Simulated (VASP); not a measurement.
Write the native input for VASP 6.6.1 that does the following.

```yaml
Task: single point
Functional: LDA
Potentials_or_basis: VASP PAW LDA potentials, release 64 (Tl_d, Cl)
Cutoff: 500 eV
k_mesh: 5 × 5 × 5
Occupations: gaussian, width 0.01 eV
Spin: no spin polarisation
Dipole_correction: no
Further_INCAR_settings: ALGO = Normal; EDIFF = 1e-06; NBANDS = 17
```

The structure of TlCl lies in POSCAR:

```
TlCl
1.0
    3.8340000000      0.0000000000      0.0000000000
    0.0000000000      3.8340000000      0.0000000000
    0.0000000000      0.0000000000      3.8340000000
Tl Cl
1 1
Direct
    0.0000000000      0.0000000000      0.0000000000
    0.5000000000      0.5000000000      0.5000000000
```

The input as run:

INCAR

```
PREC     = Accurate       # precision mode
ENCUT    = 500            # plane-wave cutoff, eV
EDIFF    = 1E-6           # SCF threshold, eV
ISMEAR   = 0              # smearing method
SIGMA    = 0.01           # smearing width, eV
LREAL    = False          # projectors in reciprocal space
LASPH    = True           # aspherical terms in the spheres
NELM     = 120            # most SCF steps
ALGO     = Normal         # electronic algorithm
ISIF     = 2              # what is computed and relaxed
LWAVE    = False          # write WAVECAR
LCHARG   = True           # write CHGCAR
GGA      = CA             # functional
LELF     = True           # ELF
LVHAR    = True         
NBANDS   = 17             # bands
GGA_COMPAT= False
```

KPOINTS

```
regular mesh
0
Gamma
  5 5 5
```

Potentials or basis: VASP PAW LDA potentials, release 64 (Tl_d, Cl).

Command:

```console
$ cat potpaw_LDA.64/Tl_d/POTCAR potpaw_LDA.64/Cl/POTCAR > POTCAR
$ mpirun -np 1 vasp_std > vasp.out
```

Results of the run:

```json
{
  "Pressure": "-3.2 GPa",
  "Band gap on the k mesh": "2.73 eV, direct"
}
```

Caveat: spin-orbit coupling is left out, which moves the levels of the heavy elements.

Run time: 11 s on 1 thread of Intel Xeon 8259CL (shared host), peak memory 0.14 GiB.
